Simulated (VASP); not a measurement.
# C (Cmcm) in VASP: notebook, part 2 of 2

VASP 6.6.1. Earlier steps stand in the parts before.

## 4. Relaxation of cell and atoms, PBE

INCAR reads:

```
ALGO = Normal
EDIFF = 1E-7
EDIFFG = -0.04
ENCUT = 600
GGA = PE
IBRION = 2
ISIF = 3
ISMEAR = 0
LASPH = True
LCHARG = False
LREAL = False
LWAVE = False
NELM = 100
NSW = 90
PREC = Accurate
SIGMA = 0.1
```

KPOINTS reads:

```
k-points
0
Gamma
  6 6 6
```

POSCAR reads:

```
C
1.0
    1.7984839800     -3.8826757500      0.0000000000
    1.7984839800      3.8826757500      0.0000000000
    0.0000000000      0.0000000000      2.5072694800
C
6
Direct
    0.0103742300      0.4026880100      0.2500000000
    0.4026880100      0.0103742300      0.7500000000
    0.5973119900      0.9896257700      0.2500000000
    0.9896257700      0.5973119900      0.7500000000
    0.4430938800      0.5569061200      0.2500000000
    0.5569061200      0.4430938800      0.7500000000
```

Potentials or basis: VASP PAW PBE potentials, release 64 (C).

On the command line:

```
$ cat potpaw_PBE.64/C/POTCAR > POTCAR
$ mpirun -np 1 vasp_std > vasp.out
```

OUTCAR:

```text
EDIFF = 1E-7
   EDIFFG = -0.04
   ENCUT = 600
   GGA = PE
   IBRION = 2
   ISIF = 3
   ISMEAR = 0
   LASPH = True
   LREAL = False
   NELM = 100
   NSW = 90
   PREC = Accurate

 ion  position               nearest neighbor table
   1  0.010  0.403  0.250-   3 1.49   5 1.51   4 1.54   4 1.54
   2  0.403  0.010  0.750-   4 1.49   6 1.51   3 1.54   3 1.54
   3  0.597  0.990  0.250-   1 1.49   5 1.51   2 1.54   2 1.54
   4  0.990  0.597  0.750-   2 1.49   6 1.51   1 1.54   1 1.54
   5  0.443  0.557  0.250-   1 1.51   3 1.51   6 1.53   6 1.53
   6  0.557  0.443  0.750-   2 1.51   4 1.51   5 1.53   5 1.53

  LATTYP: Found a base centered orthorhombic cell.
 ALAT       =     3.5969679600
 B/A-ratio  =     2.1588603475
 C/A-ratio  =     0.6970508239

  Lattice vectors:

[... 517 lines left out ...]

  energy without entropy =      -53.22196811  energy(sigma->0) =      -53.22196811

 E-fermi :   8.6272     XC(G=0): -12.5912

 val. band max:        8.1881586283   @ k =   0.0000   0.0000   0.0000
 cond. band min:      11.5739680298   @ k =   0.5000   0.5000   0.0000
 fundamental gap:      3.3858094015
 Fermi energy:         8.6272089977

 k-point     1 :       0.0000    0.0000    0.0000
  band No.  band energies     occupation
      1     -12.8169      2.00000
      2      -5.8931      2.00000
      3      -5.2086      2.00000
      4      -3.8387      2.00000
      5      -2.9811      2.00000
      6      -0.6264      2.00000
[... 433 lines left out ...]
      3      -5.6282      2.00000
      4      -1.0339      2.00000
      5      -0.5033      2.00000
      6       0.8554      2.00000
[... 8 lines left out ...]
     15      16.2273      0.00000
     16      16.9779      0.00000

 [... further k-points ...]

------------------------ aborting loop because EDIFF is reached ----------------------------------------

  FORCE on cell =-STRESS in cart. coord.  units (eV):
  Direction    XX          YY          ZZ          XY          YZ          ZX
  --------------------------------------------------------------------------------------
  -------------------------------------------------------------------------------------
  Total        0.0362916     -0.0945726      0.0232610      0.0000000      0.0000000      0.0000000
  in kB        1.5699434     -4.0911262      1.0062519      0.0000000      0.0000000      0.0000000
  external PRESSURE =      -0.5049769 kB  Pullay stress =       0.0000000 kB
[... 21 lines left out ...]
  FREE ENERGIE OF THE ION-ELECTRON SYSTEM (eV)
  ---------------------------------------------------
  free  energy   TOTEN  =       -53.2219681091 eV

  energy  without entropy=      -53.2219681091  energy(sigma->0) =      -53.22196811

 reached required accuracy - stopping structural energy minimisation
```

OSZICAR:

```text
N       E                     dE             d eps       ncg     rms          rms(c)
DAV:   1     0.838450092985E+02    0.83845E+02   -0.14842E+04  1664   0.164E+03
DAV:   2    -0.518281862991E+02   -0.13567E+03   -0.13196E+03  2168   0.274E+02
DAV:   3    -0.551959638680E+02   -0.33678E+01   -0.33627E+01  2408   0.495E+01
[... 81 lines left out ...]
DAV:   2    -0.532220016497E+02    0.74696E-04   -0.26644E-04  2424   0.140E-01    0.395E-02
DAV:   3    -0.532219692255E+02    0.32424E-04   -0.70130E-05  2128   0.634E-02    0.605E-03
DAV:   4    -0.532219684944E+02    0.73119E-06   -0.31822E-06  2376   0.146E-02    0.328E-03
DAV:   5    -0.532219681235E+02    0.37090E-06   -0.29074E-07  1968   0.474E-03    0.977E-04
DAV:   6    -0.532219681091E+02    0.14386E-07   -0.31210E-08  1344   0.159E-03
   9 F= -.53221968E+02 E0= -.53221968E+02  d E =-.656945E-03
```

Run time: 5.7 min. Hardware: 1 thread of Intel Xeon 8259CL, shared host; peak memory 0.17 GiB.

Results:

- Free energy: -53.2220 eV
- Relaxed volume: 6.17 Å³/atom
- Relaxed cell: a = 4.331 Å, b = 4.331 Å, c = 2.514 Å, α = 90.00°, β = 90.00°, γ = 128.25°
- Space group after relaxing (to 0.1 Å): Cmcm (No. 63)
- Energy gained by relaxing: 67.7 meV/atom
- Ionic steps: 9
- Pressure after relaxing: -0.1 GPa
- Largest force after relaxing: 0.034 eV/Å
- Band gap on the k mesh: 3.39 eV (least direct gap 3.65 eV)

Forces in eV/Å, atoms in the order of the input:
```
C    0.005 -0.025  0.000
C    0.005  0.025  0.000
C   -0.005 -0.025  0.000
C   -0.005  0.025  0.000
C    0.000 -0.034  0.000
C    0.000  0.034  0.000
```

Step by step:
```
step  energy change (eV)  largest force (eV/Å)  pressure (GPa)  volume (Å³)
   1              0.0000                1.1635           28.17        35.02
   2              0.5856                2.8328          -29.25        40.33
   3             -0.3750                0.8128            0.56        36.97
   4             -0.3760                0.7583            1.57        36.89
   5             -0.3272                1.1057           -4.74        37.60
   6             -0.4054                0.0517           -1.23        37.15
   7             -0.4054                0.0650           -1.18        37.14
   8             -0.4056                0.1160            0.89        36.95
   9             -0.4060                0.0339           -0.05        37.04
```

Final structure:
```
C
1.0
     1.89008   -3.89712    0.00000
     1.89008    3.89712    0.00000
     0.00000    0.00000    2.51408
C
6
Direct
  0.00930 0.39966 0.25000
  0.39966 0.00930 0.75000
  0.60034 0.99070 0.25000
  0.99070 0.60034 0.75000
  0.44443 0.55558 0.25000
  0.55558 0.44443 0.75000
```

Levels at points of the mesh, in eV from the valence-band top:
```
           k point  band 8  band 9  band 10  band 11  band 12  band 13  band 14  band 15  band 16
(0.00, 0.00, 0.00)   -4.51   -1.65    -1.32    -0.20     0.00     4.04     6.10     7.26     7.28
(0.50, 0.00, 0.00)   -3.66   -3.55    -2.98    -1.41    -1.04     5.42     5.52     6.02     7.76
(0.50, 0.50, 0.00)   -4.74   -4.64    -3.38    -2.67    -0.26     3.39     7.18     8.14     8.94
(0.00, 0.00, 0.50)   -8.34   -6.85    -6.85    -4.45    -4.45     5.26     5.26    10.71    10.71
(0.50, 0.00, 0.50)   -6.92   -4.40    -4.40    -2.77    -2.77     5.95     5.95     7.73     7.73
(0.50, 0.50, 0.50)   -7.79   -4.40    -4.40    -3.32    -3.32     6.49     6.49     7.37     7.37
```

A k mesh can miss the band edges.

## 5. Overview

| task | cell | cutoff (eV) | gap on the mesh (eV) | pressure (GPa) | largest force (eV/Å) |
| --- | --- | --- | --- | --- | --- |
| single point | a = 4.279, b = 4.279, c = 2.507 Å, angles 90.0, 90.0, 130.3°, 6 atoms, atomic positions A | 520 | 3.21 | 28.8 | 1.16 |
| single point | a = 4.329, b = 4.329, c = 2.514 Å, angles 90.0, 90.0, 128.2°, 6 atoms, atomic positions B | 520 | 3.38 | 0.7 | 0.02 |
| relaxation of cell and atoms | relaxed from a = 4.279, b = 4.279, c = 2.507 Å, angles 90.0, 90.0, 130.3°, 6 atoms, atomic positions A | 600 | 3.39 | -0.1 | 0.03 |

Alike in all rows: level PBE; potentials or basis VASP PAW PBE potentials, release 64 (C); no spin polarisation; k mesh 6 × 6 × 6; smearing gaussian 0.1 eV.

Caveats: the cell stands under pressure (at least some runs); forces of over 1 eV/Å act on the atoms, so gaps and moduli don't describe the material at rest (at least some runs).

Absolute energies hang on the potentials; compare differences alone.
